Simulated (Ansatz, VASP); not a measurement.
## Two plane-wave programs on KBr

```
CELL_PARAMETERS angstrom
3.97626 0.00000 0.00000
0.00000 3.97626 0.00000
0.00000 0.00000 3.97626
ATOMIC_POSITIONS crystal
K 0.00000 0.00000 0.00000
Br 0.50000 0.50000 0.50000
```

Alike in both runs: task single point; functional PBE; k mesh 5 × 5 × 5; no spin polarisation.

|  | VASP | Ansatz |
| --- | --- | --- |
| version | VASP 6.6.1 | Ansatz 0.2.0 |
| potentials or method | VASP PAW PBE potentials, release 64 (K_sv, Br) | plane waves |
| plane-wave cutoff (eV) | 500 | 420 |
| occupations | gaussian, width 0.01 eV | fixed |
| valence electrons in the cell | 16 | 16 |

|  | VASP | Ansatz | Ansatz less VASP |
| --- | --- | --- | --- |
| gap on the k mesh at the Fermi level (eV) | 4.07 | 4.07 | +0.001 |
| pressure (GPa) | 0.9 | 0.8 | -0.05 |
